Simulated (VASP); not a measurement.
Set up this calculation in VASP 6.6.1, as the native input.

* Task: single point
* Functional: PBE
* Potentials or basis: VASP PAW PBE potentials, release 64 (Ti_sv, C)
* Cutoff: 600 eV
* k mesh: 16 × 16 × 16
* Occupations: fermi-dirac, width 0.15 eV
* Spin: no spin polarisation
* Dipole correction: no
* Further INCAR settings: ALGO = Normal; EDIFF = 1e-06; NBANDS = 15

The structure of TiC lies in POSCAR:

```
TiC
1.0
    0.0000000000      2.2014000000      2.2014000000
    2.2014000000      0.0000000000      2.2014000000
    2.2014000000      2.2014000000      0.0000000000
Ti C
1 1
Direct
    0.0000000000      0.0000000000      0.0000000000
    0.5000000000      0.5000000000      0.5000000000
```

This cell differs from its parent crystal: volume scaled by 1.050 of the coarse rest volume.

These files were run (other wordings do the same):

INCAR

```
SYSTEM = TiC
ALGO = Normal
EDIFF = 1E-6
ENCUT = 600
GGA = PE
GGA_COMPAT = .False.
ISIF = 2
ISMEAR = -1
LASPH = .True.
LCHARG = .True.
LELF = .True.
LREAL = .False.
LVHAR = .True.
LWAVE = .False.
NBANDS = 15
NELM = 120
PREC = Accurate
SIGMA = 0.15
```

KPOINTS

```
k-points
0
Gamma
  16 16 16
  0 0 0
```

Potentials or basis: VASP PAW PBE potentials, release 64 (Ti_sv, C).

Run with:

```console
$ cat potpaw_PBE.64/Ti_sv/POTCAR potpaw_PBE.64/C/POTCAR > POTCAR
$ mpirun -np 1 vasp_std > vasp.out
```

It gave:

```yaml
Pressure: -10.7 GPa
Band_gap_on_the_k_mesh: zero (band 8 reaches 9.52 eV, above the bottom of band 9 at 8.45 eV)
```

Run time: 2.1 min on 1 thread of AMD EPYC 7R43 64-Core Processor (Zen 3) (shared host), peak memory 0.16 GiB.
